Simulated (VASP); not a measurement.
Wanted: the native input for a VASP 6.6.1 run.

```
Task                   : single point
Functional             : PBEsol
Potentials or basis    : VASP PAW PBE potentials, release 64 (Lu, H)
Cutoff                 : 520 eV
k mesh                 : 14 × 14 × 14
Occupations            : fermi-dirac, width 0.1 eV
Spin                   : no spin polarisation
Dipole correction      : no
Further INCAR settings : ALGO = Normal; EDIFF = 1e-07; NBANDS = 20
```

The structure of LuH2 lies in POSCAR:

```
LuH2
1.0
    0.0000000000      2.4631657976      2.4631657976
    2.4631657976      0.0000000000      2.4631657976
    2.4631657976      2.4631657976      0.0000000000
Lu H
1 2
Direct
    0.0000000000      0.0000000000      0.0000000000
    0.2500000000      0.2500000000      0.2500000000
    0.7500000000      0.7500000000      0.7500000000
```

One way to write it, as run:

INCAR

```
ALGO = Normal
EDIFF = 1E-7
ENCUT = 520
GGA = PS
ISIF = 2
ISMEAR = -1
LASPH = T
LCHARG = F
LREAL = F
LWAVE = F
NBANDS = 20
NELM = 80
PREC = Accurate
SIGMA = 0.1
```

KPOINTS

```
k-points
0
Gamma
  14 14 14
```

Potentials or basis: VASP PAW PBE potentials, release 64 (Lu, H).

Run with:

```sh
$ cat potpaw_PBE.64/Lu/POTCAR potpaw_PBE.64/H/POTCAR > POTCAR
$ mpirun -np 1 vasp_std > vasp.out
```

Results of the run:

- Pressure: 2.3 GPa

Caveat: the PAW data sets were made with another functional, which shifts forces and pressure a little.

Wall time 37 s on 1 thread of AMD EPYC 9R45 96-Core Processor (Zen 5) (shared host), peak memory 0.18 GiB.
